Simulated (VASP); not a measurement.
# CdSe (F-43m) in VASP: vibrations by perturbation theory with LDA

Aim: the vibrations by perturbation theory of CdSe with LDA.

All numbers are computed with VASP 6.6.1; they aren't measurements. Logs are shortened: lines on timing, memory, paths and dates and some standing lists are left out, and cuts for length are marked.

### 1 The cell of the first run

Symmetry: F-43m, No. 216, cubic system. The conventional cell has a = 6.141 Å, b = 6.141 Å, c = 6.141 Å, α = 90.00°, β = 90.00°, γ = 90.00°. Within 3.5 Å of Cd (site symmetry -43m) lie 4 Se at 2.66 Å. Se (site symmetry -43m) has 4 Cd at 2.66 Å within 3.5 Å.

### 2 Vibrations by perturbation theory, LDA

INCAR reads:

```
SYSTEM = CdSe
PREC = Accurate
ENCUT = 520
EDIFF = 1E-8
ISMEAR = 1
SIGMA = 0.0396
LREAL = .False.
LASPH = .True.
NELM = 60
ALGO = Normal
ISIF = 2
LWAVE = .False.
LCHARG = .False.
IBRION = 8
NSW = 1
```

KPOINTS reads:

```
Automatic mesh
0
Gamma
  6 6 6
  0 0 0
```

POSCAR reads:

```
CdSe
1.0
    0.0000000000      3.0702712000      3.0702712000
    3.0702712000      0.0000000000      3.0702712000
    3.0702712000      3.0702712000      0.0000000000
Cd Se
1 1
Direct
    0.0000000000      0.0000000000      0.0000000000
    0.7500000000      0.7500000000      0.7500000000
```

Potentials or basis: VASP PAW LDA potentials, release 64 (Cd, Se).

Command:

```
$ cat potpaw_LDA.64/Cd/POTCAR potpaw_LDA.64/Se/POTCAR > POTCAR
$ mpirun -np 1 vasp_std > vasp.out
```

OUTCAR:

```text
SYSTEM = CdSe
   PREC = Accurate
   ENCUT = 520
   EDIFF = 1E-8
   ISMEAR = 1
   LREAL = .False.
   LASPH = .True.
   NELM = 60
   ISIF = 2
   IBRION = 8
   NSW = 1

 ion  position               nearest neighbor table
   1  0.000  0.000  0.000-   2 2.66   2 2.66   2 2.66   2 2.66
   2  0.750  0.750  0.750-   1 2.66   1 2.66   1 2.66   1 2.66

  LATTYP: Found a face centered cubic cell.
 ALAT       =     6.1405424000

  Lattice vectors:

 A1 = (   0.0000000000,   3.0702712000,   3.0702712000)
 A2 = (   3.0702712000,   0.0000000000,   3.0702712000)
 A3 = (   3.0702712000,   3.0702712000,   0.0000000000)

Analysis of symmetry for initial positions (statically):
=====================================================================
 Subroutine PRICEL returns:
 Original cell was already a primitive cell.

 Routine SETGRP: Setting up the symmetry group for a
 face centered cubic supercell.

 Subroutine GETGRP returns: Found 24 space group operations
 (whereof 24 operations were pure point group operations)
 out of a pool of 48 trial point group operations.

The static configuration has the point symmetry T_d .

Analysis of symmetry for dynamics (positions and initial velocities):
=====================================================================
 Subroutine PRICEL returns:
 Original cell was already a primitive cell.

 Routine SETGRP: Setting up the symmetry group for a
 face centered cubic supercell.

 Subroutine GETGRP returns: Found 24 space group operations
 (whereof 24 operations were pure point group operations)
 out of a pool of 48 trial point group operations.

The dynamic configuration has the point symmetry T_d .

 Subroutine INISYM returns: Found 24 space group operations
 (whereof 24 operations are pure point group operations),
 and found     1 'primitive' translations

----------------------------------------------------------------------------------------

                                     Primitive cell

  volume of cell :      57.8842

  direct lattice vectors                    reciprocal lattice vectors
     0.000000000  3.070271200  3.070271200    -0.162852063  0.162852063  0.162852063
     3.070271200  0.000000000  3.070271200     0.162852063 -0.162852063  0.162852063
     3.070271200  3.070271200  0.000000000     0.162852063  0.162852063 -0.162852063

  length of vectors
     4.342019171  4.342019171  4.342019171     0.282068048  0.282068048  0.282068048

  position of ions in fractional coordinates (direct lattice)
     0.000000000  0.000000000  0.000000000
     0.750000000  0.750000000  0.750000000

  ion indices of the primitive-cell ions
   primitive index   ion index
                 1           1
                 2           2

----------------------------------------------------------------------------------------

 KPOINTS: Automatic mesh

Automatic generation of k-mesh.
 Grid dimensions read from file:
 generate k-points for:    6    6    6

 Generating k-lattice:

  Cartesian coordinates                     Fractional coordinates (reciprocal lattice)
    -0.027142011  0.027142011  0.027142011     0.166666667  0.000000000  0.000000000
     0.027142011 -0.027142011  0.027142011     0.000000000  0.166666667  0.000000000
     0.027142011  0.027142011 -0.027142011     0.000000000  0.000000000  0.166666667

  Length of vectors
     0.047011341  0.047011341  0.047011341

  Shift w.r.t. Gamma in fractional coordinates (k-lattice)
[... 73 lines left out ...]
   LRPA    =     F    only Hartree local field effects (RPA)
 non-spin polarized calculation
 Methfessel and Paxton  Order N= 1 SIGMA  =   0.04
  energy-cutoff  :      520.00
  volume of cell :       57.88
 maximum number of plane-waves:      1588
   NGX = 17   NGY = 17   NGZ = 17

--------------------------------------- Ionic step        1  -------------------------------------------

 number of electron      18.0000006 magnetization

 Free energy of the ion-electron system (eV)
  ---------------------------------------------------
  ext. energy  EPLUGINS =         0.00000000
  ---------------------------------------------------
  free energy    TOTEN  =        -6.72668674 eV

  energy without entropy =       -6.72671863  energy(sigma->0) =       -6.72669737

 E-fermi :   0.6196     XC(G=0):  -9.1641

 val. band max:        0.5862266057   @ k =   0.0000   0.0000   0.0000
 cond. band min:       0.8879570998   @ k =   0.0000   0.0000   0.0000
 fundamental gap:      0.3017304941
 Fermi energy:         0.6195650352

 k-point     1 :       0.0000    0.0000    0.0000
  band No.  band energies     occupation
      1     -11.9029      2.00000
      2      -7.2738      2.00000
      3      -7.2738      2.00000
      4      -7.2738      2.00000
      5      -6.9249      2.00000
      6      -6.9249      2.00000
      7       0.5862      2.00000
      8       0.5862      2.00000
      9       0.5862      2.00000
     10       0.8880     -0.00000
     11       6.3760      0.00000
     12       6.3760      0.00000
     13       6.3760      0.00000
[... 228 lines left out ...]
      2      -7.0983      2.00000
      3      -7.0826      2.00000
      4      -6.9846      2.00000
      5      -6.8990      2.00000
      6      -6.5047      2.00000
      7      -3.3795      2.00000
      8      -1.4962      2.00000
      9      -1.4778      2.00000
     10       4.7844      0.00000
     11       5.0074      0.00000
     12       7.9076      0.00000
     13       8.3920      0.00000

------------------------ aborting loop because EDIFF is reached ----------------------------------------

  FORCE on cell =-STRESS in cart. coord.  units (eV):
  Direction    XX          YY          ZZ          XY          YZ          ZX
  --------------------------------------------------------------------------------------
  -------------------------------------------------------------------------------------
  Total       -1.0406960     -1.0406960     -1.0406960      0.0000000      0.0000000      0.0000000
  in kB      -28.8054226    -28.8054226    -28.8054226      0.0000000      0.0000000      0.0000000
  external PRESSURE =     -28.8054226 kB  Pullay stress =       0.0000000 kB

 VOLUME and BASIS-vectors are now :
 -----------------------------------------------------------------------------
  energy-cutoff  :      520.00
  volume of cell :       57.88
      direct lattice vectors                 reciprocal lattice vectors
     0.000000000  3.070271200  3.070271200    -0.162852063  0.162852063  0.162852063
     3.070271200  0.000000000  3.070271200     0.162852063 -0.162852063  0.162852063
     3.070271200  3.070271200  0.000000000     0.162852063  0.162852063 -0.162852063

 POSITION                                       TOTAL-FORCE (eV/Angst)
 -----------------------------------------------------------------------------------
      0.00000      0.00000      0.00000         0.000000     -0.000000      0.000000
      4.60541      4.60541      4.60541        -0.000000      0.000000     -0.000000
 -----------------------------------------------------------------------------------
    total drift:                                0.000000      0.000000      0.000000

  FREE ENERGIE OF THE ION-ELECTRON SYSTEM (eV)
  ---------------------------------------------------
  free  energy   TOTEN  =        -6.7266867419 eV

  energy  without entropy=       -6.7267186304  energy(sigma->0) =       -6.72669737

[... ionic steps 2 to 3 ...]

--------------------------------------- Ionic step        4  -------------------------------------------

------------------------ aborting loop because EDIFF is reached ----------------------------------------

[... ionic steps 5 to 6 ...]

--------------------------------------- Ionic step        7  -------------------------------------------

 Free energy of the ion-electron system (eV)
  ---------------------------------------------------
  ---------------------------------------------------
  free energy    TOTEN  =        -0.08468006 eV

  energy without entropy =       -0.08468006

------------------------ aborting loop because EDIFF is reached ----------------------------------------

 INTERNAL STRAIN TENSOR  FOR ION    2  DIRECTION 1   (eV/Angst):
 -----------------------------------------------------------------------------
     0.01063  0.00000  0.00000
     0.00000 -0.00126  4.62909
     0.00000  4.62909 -0.00126

 INTERNAL STRAIN TENSOR FOR ION    2 for displacements in x,y,z  (eV/Angst):
          X           Y           Z          XY          YZ          ZX
  --------------------------------------------------------------------------------
  x    -0.00000     0.00000     0.00000     0.00000     4.62909     0.00000
  y    -0.00000     0.00000    -0.00000     0.00000     0.00000     4.62909
  z     0.00000     0.00000    -0.00000     4.62909     0.00000     0.00000

 SECOND DERIVATIVES (NOT SYMMETRIZED)
 ------------------------------------
               1X          1Y          1Z          2X          2Y          2Z
  1X    -4.250956    0.000000    0.000000    4.250956    0.000000    0.000000
  1Y     0.000000   -4.250956    0.000000    0.000000    4.250956    0.000000
  1Z     0.000000    0.000000   -4.250956    0.000000    0.000000    4.250956
  2X     4.228511    0.000000    0.000000   -4.228511    0.000000    0.000000
  2Y     0.000000    4.228511    0.000000    0.000000   -4.228511    0.000000
  2Z     0.000000    0.000000    4.228511    0.000000    0.000000   -4.228511

 Eigenvectors and eigenvalues of the dynamical matrix
 ----------------------------------------------------

   1 f  =    4.725524 THz    29.691344 2PiTHz  157.626521 cm-1    19.543189 meV
             X         Y         Z           dx          dy          dz
      0.000000  0.000000  0.000000     0.000000    0.643339    0.000000
      4.605407  4.605407  4.605407     0.000000   -0.765581    0.000000
[... 21 lines left out ...]
   6 f/i=    0.006161 THz     0.038709 2PiTHz    0.205500 cm-1     0.025479 meV
             X         Y         Z           dx          dy          dz
      0.000000  0.000000  0.000000     0.000000    0.000000    0.765581
      4.605407  4.605407  4.605407     0.000000    0.000000    0.643339

--------------------------------------------------------------------------------------------------------

 ELASTIC MODULI CONTR FROM IONIC RELAXATION (kBar)
 Direction    XX          YY          ZZ          XY          YZ          ZX
 --------------------------------------------------------------------------------
 XX          -0.0000     -0.0000     -0.0000     -0.0000     -0.0000     -0.0000
 YY          -0.0000     -0.0000     -0.0000     -0.0000     -0.0000     -0.0000
 ZZ          -0.0000     -0.0000     -0.0000     -0.0000     -0.0000     -0.0000
 XY          -0.0000     -0.0000     -0.0000   -143.8414      0.0000      0.0000
 YZ          -0.0000     -0.0000     -0.0000      0.0000   -143.8414      0.0000
 ZX          -0.0000     -0.0000     -0.0000      0.0000      0.0000   -143.8414
 --------------------------------------------------------------------------------
```

Wall time 37 s (1 thread of Intel Xeon 6975P-C (Granite Rapids), shared host); peak memory 0.24 GiB.

What came out:

- Highest phonon frequency at Γ, LO-TO splitting left out: 158 cm⁻¹

Phonon frequencies in cm⁻¹ (negative: imaginary):
```
              q point        frequencies
(0.000, 0.000, 0.000)  0 0 0 158 158 158
```

Caveat: the cell wasn't relaxed at this level first, which shifts response properties.
